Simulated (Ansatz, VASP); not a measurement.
# Two plane-wave programs on BP

```
B P
1.0
     0.00000    2.06928    2.06928
     2.06928    0.00000    2.06928
     2.06928    2.06928    0.00000
B P
1 1
Direct
  0.00000 0.00000 0.00000
  0.25000 0.25000 0.25000
```

Alike in both runs: task single point; functional PBE; k mesh 10 × 10 × 10; no spin polarisation.

|  | VASP | Ansatz |
| --- | --- | --- |
| version | VASP 6.6.1 | Ansatz 0.2.0 |
| potentials or method | VASP PAW PBE potentials, release 64 (B, P), cutoff 500 eV | scalar-relativistic, plane waves, PAW |
| occupations | gaussian, width 0.01 eV | fixed |
| valence electrons in the cell | 8 | 8 |

Ansatz gave:

| Property | Result |
| --- | --- |
| gap on the k mesh at the Fermi level (eV) | 0.73 |
| least direct gap on the mesh (eV) | 4.03 |

**Question.** Which values does VASP return?

**Answer.** gap on the k mesh at the Fermi level (eV): 0.72; least direct gap on the mesh (eV): 4.03.
